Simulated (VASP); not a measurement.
# NaH: electric field gradients with PBEsol

NaH:

```
Na H
1.0
     0.00000    2.39019    2.39019
     2.39019    0.00000    2.39019
     2.39019    2.39019    0.00000
Na H
1 1
Direct
  0.00000 0.00000 0.00000
  0.50000 0.50000 0.50000
```

```json
{
 "Program": "VASP 6.6.1",
 "Task": "electric field gradients",
 "Functional": "PBEsol",
 "Potentials or basis": "VASP PAW PBE potentials, release 64 (Na_pv, H)",
 "Cutoff": "400 eV",
 "k mesh": "9 × 9 × 9",
 "Occupations": "fermi-dirac, width 0.03 eV",
 "Spin": "no spin polarisation",
 "Dipole correction": "no",
 "Further INCAR settings": "ALGO = Normal; EDIFF = 1e-08; NBANDS = 11"
}
```

```yaml
Pressure: -0.3 GPa
Band_gap_on_the_k_mesh: 3.93 eV (least direct gap 4.68 eV)
Largest_electric_field_gradient_by_atom: under 0.05 V/Å² on every atom
```

Levels at points of the mesh, in eV from the valence-band top:
```
           k point  band 1  band 2  band 3  band 4  band 5  band 6  band 7  band 8
(0.00, 0.00, 0.00)  -21.88  -21.88  -21.88   -3.75   10.77   15.71   15.71   15.71
```

It took 9.3 s on 1 thread of Intel Xeon 8259CL (shared host), peak memory 0.13 GiB.

Caveat: the PAW data sets were made with another functional, which shifts forces and pressure a little; an odd mesh through Γ misses points on the zone boundary, where band edges can lie.
